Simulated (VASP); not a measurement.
Crystal: AlO5.

```
Al O
1.0
     3.68353    0.00000    0.00000
    -1.84176    3.19003    0.00000
     0.00000    0.00000    5.27272
Al O
1 5
Direct
  0.00000 0.00000 0.00000
  0.50000 0.00000 0.50000
  0.00000 0.50000 0.50000
  0.50000 0.50000 0.50000
  0.00000 0.00000 0.36676
  0.00000 0.00000 0.63324
```

The cell was built from a structure type or drawn by symmetry, and may not be a known phase.

| Item | Value |
| --- | --- |
| Program | VASP 6.6.1 |
| Task | relaxation of cell and atoms |
| Functional | PBE |
| Potentials or basis | VASP PAW PBE potentials, release 64 (Al, O) |
| Cutoff | 600 eV |
| k mesh | 5 × 5 × 3 |
| Occupations | gaussian, width 0.2 eV |
| Spin | no spin polarisation |

At the start: pressure 46.0 GPa; volume 10.33 Å³/atom.

Task: How do energy, volume and symmetry change on relaxing?

Result: Over 22 steps the energy falls by 1224.9 meV/atom and the volume is 13.21 Å³/atom (+27.9 %); space group P6/mmm (No. 191, to 0.1 Å) before and after.

Step by step:
| step | energy change (eV) | largest force (eV/Å) | pressure (GPa) | volume (Å³) |
| --- | --- | --- | --- | --- |
| 1 | 0.0000 | 3.8307 | 45.99 | 61.96 |
| 2 | -4.4152 | 4.6867 | -6.43 | 91.89 |
| 3 | -4.4285 | 4.3660 | -8.35 | 95.54 |
| 4 | -4.4274 | 4.6040 | -7.01 | 92.95 |
| 5 | -4.0621 | 7.7576 | 7.96 | 92.49 |
| 6 | -5.1542 | 0.6672 | -2.67 | 92.73 |
| 7 | -5.7976 | 0.0080 | -1.30 | 89.37 |
| 8 | -6.5705 | 0.4717 | 2.73 | 82.33 |
| 9 | -6.3172 | 3.7402 | 26.53 | 66.07 |
| 10 | -6.9057 | 1.9860 | 9.89 | 75.93 |
| 11 | -6.8652 | 2.9299 | 16.74 | 71.08 |
| 12 | -7.1160 | 0.9651 | 10.96 | 71.68 |
| 13 | -7.1255 | 0.5708 | 9.78 | 71.80 |
| 14 | -7.1254 | 0.4841 | 9.51 | 71.83 |
| 15 | -7.1907 | 0.3476 | 7.83 | 72.88 |
| 16 | -7.3147 | 0.0315 | 3.38 | 76.06 |
| 17 | -7.2957 | 0.6881 | -3.34 | 82.61 |
| 18 | -7.3450 | 0.3513 | -0.09 | 79.08 |
| 19 | -7.3453 | 0.3266 | 0.17 | 78.84 |
| 20 | -7.3478 | 0.1211 | 0.43 | 78.98 |
| 21 | -7.3480 | 0.0314 | 0.54 | 79.04 |
| 22 | -7.3492 | 0.0385 | 0.26 | 79.27 |

Final structure:
```
CELL_PARAMETERS angstrom
3.63001 0.00000 0.00000
-1.81501 3.14368 0.00000
0.00000 0.00000 6.94634
ATOMIC_POSITIONS crystal
Al 0.00000 0.00000 0.00000
O 0.50000 0.00000 0.50000
O 0.00000 0.50000 0.50000
O 0.50000 0.50000 0.50000
O 0.00000 0.00000 0.23661
O 0.00000 0.00000 0.76339
```

Caveat: the k points lie up to 0.40 Å⁻¹ apart in the final cell, too coarse for converged energies and pressures of a metal; the volume moved by over 15 % at a fixed basis, so the end points are rough; an odd number of electrons without spin polarisation forces a metal; a magnetic or distorted state may lie lower; the relaxation stopped at a loose force limit of 0.08 eV/Å, so its end isn't a converged minimum.
